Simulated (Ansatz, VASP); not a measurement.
**BH3 in VASP and in Ansatz**

```xyz
4
Lattice="5.8769 0.0000 0.0000 0.0000 9.3013 0.0000 0.0000 0.0000 25.6957" Properties=species:S:1:pos:R:3 pbc="T T T"
B     2.9372    1.8782   15.2946
H     4.0082    2.0108   15.8819
H     2.9385    0.5587   14.9671
H     1.8648    2.0072   15.8818
```

Alike in both runs: task single point; functional PBE; k mesh 3 × 2 × 1; occupations gaussian, width 0.1 eV; no spin polarisation.

```csv
,VASP,Ansatz
version,VASP 6.6.1,Ansatz 0.2.0
potentials or method,"VASP PAW PBE potentials, release 64 (B, H), cutoff 520 eV","scalar-relativistic, plane waves, PAW"
valence electrons in the cell,6,6
```

|  | VASP | Ansatz | Ansatz less VASP |
| --- | --- | --- | --- |
| gap on the k mesh at the Fermi level (eV) | 3.33 | 3.32 | -0.016 |
| rms of the force components (eV/Å) | 1.899 | 1.900 | +0.0016 |

Atom by atom the forces differ by 0.002 eV/Å (rms over components).
